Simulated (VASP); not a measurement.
A run of VASP 6.6.1 is set up as follows.

The input INCAR:

```
SYSTEM = Ni
ALGO = Normal ; EDIFF = 1E-7
EDIFFG = -0.005 ; ENCUT = 600
GGA = PE ; IBRION = 2
ISIF = 3 ; ISMEAR = -1
ISPIN = 2 ; LASPH = .TRUE.
LCHARG = .FALSE. ; LMAXMIX = 4
LORBIT = 11 ; LREAL = .FALSE.
LWAVE = .FALSE. ; MAGMOM = 1
NELM = 150 ; NSW = 60
PREC = Accurate ; SIGMA = 0.05
```

Contents of KPOINTS:

```
k-points
0
G
  21 21 21
  0 0 0
```

Contents of POSCAR:

```
Ni
1.0
    0.0000000000      1.7597012234      1.7597012234
    1.7597012234      0.0000000000      1.7597012234
    1.7597012234      1.7597012234      0.0000000000
Ni
1
Direct
    0.0000000000      0.0000000000      0.0000000000
```

Potentials or basis: VASP PAW PBE potentials, release 64 (Ni).

Run with:

```console
$ cat potpaw_PBE.64/Ni/POTCAR > POTCAR
$ mpirun -np 1 vasp_std > vasp.out
```

**Question.** What does it give for the space group after relaxing (to 0.1 Å)?

**Answer.** Fm-3m (No. 225).

**Question.** Predict the relaxed volume.

**Answer.** 10.88 Å³/atom.

**Question.** What does it give for the net moment?

**Answer.** 0.61 μB per cell.

**Question.** What does it give for the site moments?

**Answer.** Ni +0.62 μB.

Final structure:
```
Ni
1.0
     0.00000    1.75867    1.75867
     1.75867    0.00000    1.75867
     1.75867    1.75867    0.00000
Ni
1
Direct
  0.00000 0.00000 0.00000
```
